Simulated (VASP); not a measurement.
# C (P6_3/mmc) in VASP: a series of runs, part 2 of 2

VASP 6.6.1. The steps go on from the part before.

### Step 4. Single point, r2SCAN (strain +1.5%)

POSCAR

```
C
1.0
    2.5407433039      0.0000000000      0.0000000000
   -1.2703716519      2.2003482457      0.0000000000
    0.0000000000      0.0000000000      4.2314023143
C
4
Direct
    0.3333333333      0.6666666667      0.0000527189
    0.6666666667      0.3333333333      0.5000527189
    0.3333333333      0.6666666667      0.3749472811
    0.6666666667      0.3333333333      0.8749472811
```

INCAR.step1

```
SYSTEM = C
PREC = Accurate
ENCUT = 520
ISMEAR = 0
SIGMA = 0.01
LREAL = .FALSE.
LASPH = .TRUE.
NELM = 80
NBANDS = 16
GGA = PE
ALGO = Normal
EDIFF = 1E-4
LWAVE = .TRUE.
LCHARG = .FALSE.
```

INCAR.step2

```
SYSTEM = C
PREC = Accurate
ENCUT = 520
EDIFF = 1E-6
ISMEAR = 0
SIGMA = 0.01
LREAL = .FALSE.
LASPH = .TRUE.
NELM = 80
ALGO = Normal
ISIF = 2
LWAVE = .FALSE.
LCHARG = .TRUE.
METAGGA = R2SCAN
LMIXTAU = .TRUE.
LELF = .TRUE.
LVHAR = .TRUE.
NBANDS = 16
ISTART = 1
```

KPOINTS

```
Automatic mesh
0
G
  12 12 6
  0 0 0
```

Potentials or basis: VASP PAW PBE potentials, release 64 (C).

Launch:

```bash
$ cat potpaw_PBE.64/C/POTCAR > POTCAR
$ cp INCAR.step1 INCAR
$ mpirun -np 1 vasp_std > vasp.out
$ cp INCAR.step2 INCAR
$ mpirun -np 1 vasp_std > vasp.out
```

OUTCAR:

```text
SYSTEM = C
   PREC = Accurate
   ENCUT = 520
   EDIFF = 1E-6
   ISMEAR = 0
   LREAL = .FALSE.
   LASPH = .TRUE.
   NELM = 80
   ISIF = 2
   METAGGA = R2SCAN
   ISTART = 1

 ion  position               nearest neighbor table
   1  0.333  0.667  0.000-   4 1.56   4 1.56   4 1.56   3 1.59
   2  0.667  0.333  0.500-   3 1.56   3 1.56   3 1.56   4 1.59
   3  0.333  0.667  0.375-   2 1.56   2 1.56   2 1.56   1 1.59
   4  0.667  0.333  0.875-   1 1.56   1 1.56   1 1.56   2 1.59

  LATTYP: Found a hexagonal cell.
 ALAT       =     2.5407433039
 C/A-ratio  =     1.6654190558

  Lattice vectors:

 A1 = (   2.5407433039,   0.0000000000,   0.0000000000)
 A2 = (  -1.2703716519,   2.2003482457,   0.0000000000)
 A3 = (   0.0000000000,   0.0000000000,   4.2314023143)

Analysis of symmetry for initial positions (statically):
=====================================================================
 Subroutine PRICEL returns:
 Original cell was already a primitive cell.

 Routine SETGRP: Setting up the symmetry group for a
 hexagonal supercell.

 Subroutine GETGRP returns: Found 24 space group operations
 (whereof  6 operations were pure point group operations)
 out of a pool of 24 trial point group operations.

The static configuration has the point symmetry C_3v.
 The point group associated with its full space group is D_6h.

Analysis of symmetry for dynamics (positions and initial velocities):
=====================================================================
 Subroutine PRICEL returns:
 Original cell was already a primitive cell.

 Routine SETGRP: Setting up the symmetry group for a
 hexagonal supercell.

 Subroutine GETGRP returns: Found 24 space group operations
 (whereof  6 operations were pure point group operations)
 out of a pool of 24 trial point group operations.

The dynamic configuration has the point symmetry C_3v.
 The point group associated with its full space group is D_6h.

 Subroutine INISYM returns: Found 24 space group operations
 (whereof  6 operations are pure point group operations),
 and found     1 'primitive' translations

----------------------------------------------------------------------------------------

                                     Primitive cell

  volume of cell :      23.6557

  direct lattice vectors                    reciprocal lattice vectors
     2.540743304  0.000000000  0.000000000     0.393585609  0.227236757  0.000000000
    -1.270371652  2.200348246  0.000000000     0.000000000  0.454473514  0.000000000
     0.000000000  0.000000000  4.231402314     0.000000000  0.000000000  0.236328273

  length of vectors
     2.540743304  2.540743304  4.231402314     0.454473514  0.454473514  0.236328273

  position of ions in fractional coordinates (direct lattice)
     0.333333333  0.666666667  0.000052719
     0.666666667  0.333333333  0.500052719
     0.333333333  0.666666667  0.374947281
     0.666666667  0.333333333  0.874947281

  ion indices of the primitive-cell ions
   primitive index   ion index
                 1           1
                 2           2
                 3           3
                 4           4

[... 29 lines left out ...]
  0.083333  0.000000  0.000000      6.000000
  0.166667  0.000000  0.000000      6.000000
  0.250000  0.000000  0.000000      6.000000
  0.333333 -0.000000  0.000000      6.000000
  0.416667 -0.000000  0.000000      6.000000
[... 16 lines left out ...]
  0.250000  0.000000  0.166667     12.000000
  0.333333 -0.000000  0.166667     12.000000
 [... further k-points ...]
   k-points           NKPTS =     76   k-points in BZ     NKDIM =     76   number of bands    NBANDS=     16
   number of dos      NEDOS =    301   number of ions     NIONS =      4
   total plane-waves  NPLWV =  12800
   dimension x,y,z NGX =    20 NGY =   20 NGZ =   32
   dimension x,y,z NGXF=    40 NGYF=   40 NGZF=   64
   ions per type =               4
   NGX,Y,Z   is equivalent  to a cutoff of  13.09, 13.09, 12.57 a.u.
   NGXF,Y,Z  is equivalent  to a cutoff of  26.17, 26.17, 25.14 a.u.
 SYSTEM =  C
   PREC   = accura    normal or accurate (medium, high low for compatibility)
   ISTART =      1    job   : 0-new  1-cont  2-samecut
   ICHARG =      0    charge: 1-file 2-atom 10-const
   ISPIN  =      1    spin polarized calculation?
   LNONCOLLINEAR =      F non collinear calculations
   LSORBIT =      F    spin-orbit coupling
   LASPH  =      T    aspherical Exc in radial PAW
   ENCUT  =  520.0 eV  38.22 Ry    6.18 a.u.   4.72  4.72  7.87*2*pi/ulx,y,z
   NELM   =     80;   NELMIN=  2; NELMDL=  0     # of ELM steps
   EDIFF  = 0.1E-05   stopping-criterion for ELM
   LREAL  =      F    real-space projection
   EDIFFG = 0.1E-04   stopping-criterion for IOM
   NSW    =      0    number of steps for IOM
   IBRION =     -1    ionic relax: 0-MD 1-quasi-New 2-CG
   NFREE  =      0    steps in history (QN), initial steepest desc. (CG)
   ISIF   =      2    stress and relaxation
   ISYM   =      2    0-nonsym 1-usesym 2-fastsym
   POTIM  = 0.5000    time-step for ionic-motion
   TEBEG  =    0.0;   TEEND  =   0.0 temperature during run
   PSTRESS=    0.0 pullay stress
   NELECT =      16.0000    total number of electrons
   NUPDOWN=      -1.0000    fix difference up-down
   EMIN   =  10.00;   EMAX   =-10.00  energy-range for DOS
   EFERMI =   0.00;   METHOD = LEGACY
   ISMEAR =     0;   SIGMA  =   0.01  broadening in eV -4-tet -1-fermi 0-gaus
   EFERMI_NEDOS =   21; number of points for ismear=-14 and -15
   IALGO  =     38    algorithm
   IMIX   =      4    mixing-type and parameters
     AMIX     =   0.40;   BMIX     =  1.00
     AMIX_MAG =   1.60;   BMIX_MAG =  1.00
  volume/ion in A,a.u.               =       5.91        39.91
  Fermi-wavevector in a.u.,A,eV,Ry     =   1.437042  2.715615 28.097232  2.065088
  Thomas-Fermi vector in A             =   2.556163
   LORBIT       =      0    0 simple, 1 ext, 2 COOP (PROOUT), +10 PAW based schemes
   METAGGA = R2SCAN    functional components
   LHFCALC =     F    Hartree Fock is set to
   AEXX    =    0.0000 exact exchange contribution
   IVDW    =     0    specifies the selected vdW correction
   LEPSILON=     F    determine dielectric tensor
   LRPA    =     F    only Hartree local field effects (RPA)
 non-spin polarized calculation
 Gauss-broadening in eV      SIGMA  =   0.01
  energy-cutoff  :      520.00
  volume of cell :       23.66
 maximum number of plane-waves:       652
 NGX is ok and might be reduce to    20
   NGX =  9   NGY =  9   NGZ = 15

 number of electron      16.0000001 magnetization

 Free energy of the ion-electron system (eV)
  ---------------------------------------------------
  ext. energy  EPLUGINS =         0.00000000
  ---------------------------------------------------
  free energy    TOTEN  =       -39.15130828 eV

  energy without entropy =      -39.15130828  energy(sigma->0) =      -39.15130828

 E-fermi :   9.4529     XC(G=0): -14.0234

 val. band max:        9.3819325922   @ k =   0.0000   0.0000   0.0000
 cond. band min:      13.1162299525   @ k =   0.3333   0.3333   0.0000
 fundamental gap:      3.7342973603
 Fermi energy:         9.4528721160

 k-point     1 :       0.0000    0.0000    0.0000
  band No.  band energies     occupation
      1     -13.0325      2.00000
      2      -7.5410      2.00000
      3      -4.4623      2.00000
      4       6.2556      2.00000
      5       6.2556      2.00000
      6       8.9572      2.00000
[... 433 lines left out ...]
      3      -2.1975      2.00000
      4      -0.1667      2.00000
      5       1.8137      2.00000
      6       3.6259      2.00000
[... 8 lines left out ...]
     15      24.2259      0.00000
     16      26.6913      0.00000

 [... further k-points ...]

------------------------ aborting loop because EDIFF is reached ----------------------------------------

  FORCE on cell =-STRESS in cart. coord.  units (eV):
  Direction    XX          YY          ZZ          XY          YZ          ZX
  --------------------------------------------------------------------------------------
  -------------------------------------------------------------------------------------
  Total       -2.5858765     -2.5858765     -2.6221129     -0.0000000      0.0000000      0.0000000
  in kB     -175.1385835   -175.1385835   -177.5928369     -0.0000000      0.0000000      0.0000000
  external PRESSURE =    -175.9566680 kB  Pullay stress =       0.0000000 kB

 VOLUME and BASIS-vectors are now :
 -----------------------------------------------------------------------------
  energy-cutoff  :      520.00
  volume of cell :       23.66
      direct lattice vectors                 reciprocal lattice vectors
     2.540743304  0.000000000  0.000000000     0.393585609  0.227236757  0.000000000
    -1.270371652  2.200348246  0.000000000     0.000000000  0.454473514  0.000000000
     0.000000000  0.000000000  4.231402314     0.000000000  0.000000000  0.236328273

 POSITION                                       TOTAL-FORCE (eV/Angst)
 -----------------------------------------------------------------------------------
     -0.00000      1.46690      0.00022         0.000000     -0.000000      0.008276
      1.27037      0.73345      2.11592        -0.000000      0.000000      0.008276
     -0.00000      1.46690      1.58655         0.000000      0.000000     -0.008276
      1.27037      0.73345      3.70225        -0.000000      0.000000     -0.008276
 -----------------------------------------------------------------------------------
    total drift:                               -0.000000      0.000000      0.000000

  FREE ENERGIE OF THE ION-ELECTRON SYSTEM (eV)
  ---------------------------------------------------
  free  energy   TOTEN  =       -39.1513082843 eV

  energy  without entropy=      -39.1513082843  energy(sigma->0) =      -39.15130828
```

Run time: 99 s. Hardware: 1 thread of Intel Xeon 8259CL, shared host; peak memory 0.15 GiB.

Results:

* Free energy: -39.1513 eV
* Pressure: -17.6 GPa
* Largest force: 0.008 eV/Å
* Band gap on the k mesh: 3.73 eV (least direct gap 5.14 eV)

Forces on the atoms (eV/Å):
```
C    0.000  0.000  0.008
C    0.000  0.000  0.008
C    0.000  0.000 -0.008
C    0.000  0.000 -0.008
```

Stress tensor (GPa, compression positive):
```
-17.51   0.00   0.00
  0.00 -17.51   0.00
  0.00   0.00 -17.76
```

Levels at points of the mesh, in eV from the valence-band top:
```tsv
k point	band 6	band 7	band 8	band 9	band 10	band 11
(0.00, 0.00, 0.00)	-0.42	0.00	0.00	5.14	5.14	5.45
(0.50, 0.00, 0.00)	-6.55	-5.91	-3.20	4.62	8.51	8.58
(0.00, 0.00, 0.50)	-1.87	-1.87	-1.87	7.46	7.46	7.46
(0.50, 0.00, 0.50)	-5.17	-4.91	-4.91	6.01	6.01	6.64
```

Caveat: the cell differs from its parent crystal (strain +1.5%); the cell stands under tension; the PAW data sets were made with another functional, which shifts forces and pressure a little.

### Step 5. Single point, r2SCAN (strain +2.5%)

POSCAR

```
C
1.0
    2.5657752576      0.0000000000      0.0000000000
   -1.2828876288      2.2220265535      0.0000000000
    0.0000000000      0.0000000000      4.2730910070
C
4
Direct
    0.3333333333      0.6666666667     -0.0000725761
    0.6666666667      0.3333333333      0.4999274239
    0.3333333333      0.6666666667      0.3750725761
    0.6666666667      0.3333333333      0.8750725761
```

INCAR.step1

```
SYSTEM = C
PREC     = Accurate       ! precision mode
ENCUT    = 520            ! plane-wave cutoff, eV
ISMEAR   = 0              ! smearing method
SIGMA    = 0.01           ! smearing width, eV
LREAL    = .FALSE.        ! projectors in reciprocal space
LASPH    = .TRUE.         ! aspherical terms in the spheres
NELM     = 60             ! most SCF steps
NBANDS   = 16             ! bands
GGA      = PE             ! functional
ALGO     = Normal         ! electronic algorithm
EDIFF    = 1E-4           ! SCF threshold, eV
LWAVE    = .TRUE.         ! write WAVECAR
LCHARG   = .FALSE.        ! write CHGCAR
```

INCAR.step2

```
SYSTEM = C
PREC     = Accurate       ! precision mode
ENCUT    = 520            ! plane-wave cutoff, eV
EDIFF    = 1E-7           ! SCF threshold, eV
ISMEAR   = 0              ! smearing method
SIGMA    = 0.01           ! smearing width, eV
LREAL    = .FALSE.        ! projectors in reciprocal space
LASPH    = .TRUE.         ! aspherical terms in the spheres
NELM     = 60             ! most SCF steps
ALGO     = Normal         ! electronic algorithm
ISIF     = 2              ! what is computed and relaxed
LWAVE    = .FALSE.        ! write WAVECAR
LCHARG   = .FALSE.        ! write CHGCAR
METAGGA  = R2SCAN         ! meta-GGA
LMIXTAU  = .TRUE.       
NBANDS   = 16             ! bands
ISTART   = 1
```

KPOINTS

```
regular mesh
0
G
  12 12 6
  0 0 0
```

Launch:

```bash
$ cat potpaw_PBE.64/C/POTCAR > POTCAR
$ cp INCAR.step1 INCAR
$ mpirun -np 1 vasp_std > vasp.out
$ cp INCAR.step2 INCAR
$ mpirun -np 1 vasp_std > vasp.out
```

Run time: 90 s. Hardware: 1 thread of Intel Xeon 8259CL, shared host; peak memory 0.15 GiB.

Results (log left out):

* Free energy: -39.0509 eV
* Pressure: -28.3 GPa
* Largest force: 0.008 eV/Å
* Band gap on the k mesh: 3.84 eV (least direct gap 5.11 eV)

Forces on the atoms (eV/Å):
```
C    0.000  0.000  0.008
C    0.000  0.000  0.008
C    0.000  0.000 -0.008
C    0.000  0.000 -0.008
```

Stress tensor (GPa, compression positive):
```
-28.17   0.00   0.00
  0.00 -28.17   0.00
  0.00   0.00 -28.41
```

Levels at points of the mesh, in eV from the valence-band top:
```csv
k point,band 5,band 6,band 7,band 8,band 9,band 10,band 11,band 12
"(0.00, 0.00, 0.00)",-3.03,-0.38,0.00,0.00,5.11,5.11,5.37,7.56
"(0.50, 0.00, 0.00)",-9.09,-6.35,-5.70,-3.11,4.55,8.45,8.47,8.50
"(0.00, 0.00, 0.50)",-1.81,-1.81,-1.81,-1.81,7.36,7.36,7.36,7.36
"(0.50, 0.00, 0.50)",-5.02,-5.02,-4.76,-4.76,5.88,5.88,6.53,6.53
```

Caveat: the cell differs from its parent crystal (strain +2.5%); the cell stands under tension; the PAW data sets were made with another functional, which shifts forces and pressure a little.

### Step 6. The runs side by side

| cell | gap on the mesh (eV) | pressure (GPa) | largest force (eV/Å) |
| --- | --- | --- | --- |
| a = 2.503, b = 2.503, c = 4.169 Å, angles 90.0, 90.0, 120.0°, 4 atoms | 3.56 | 1.0 | 0.01 |
| a = 2.541, b = 2.541, c = 4.168 Å, angles 90.0, 90.0, 120.0°, 4 atoms | 3.67 | -11.5 | - |
| a = 2.541, b = 2.541, c = 4.231 Å, angles 90.0, 90.0, 120.0°, 4 atoms | 3.73 | -17.6 | 0.01 |
| a = 2.566, b = 2.566, c = 4.273 Å, angles 90.0, 90.0, 120.0°, 4 atoms | 3.84 | -28.3 | 0.01 |

Alike in all rows: task single point; level r2SCAN; potentials or basis VASP PAW PBE potentials, release 64 (C); no spin polarisation; k mesh 12 × 12 × 6; cutoff (eV) 520; smearing gaussian 0.01 eV.

Caveats: the PAW data sets were made with another functional, which shifts forces and pressure a little; the cell stands under tension (at least some runs).

Total energies depend on the potentials used, so only differences within one code and one set of settings carry meaning.
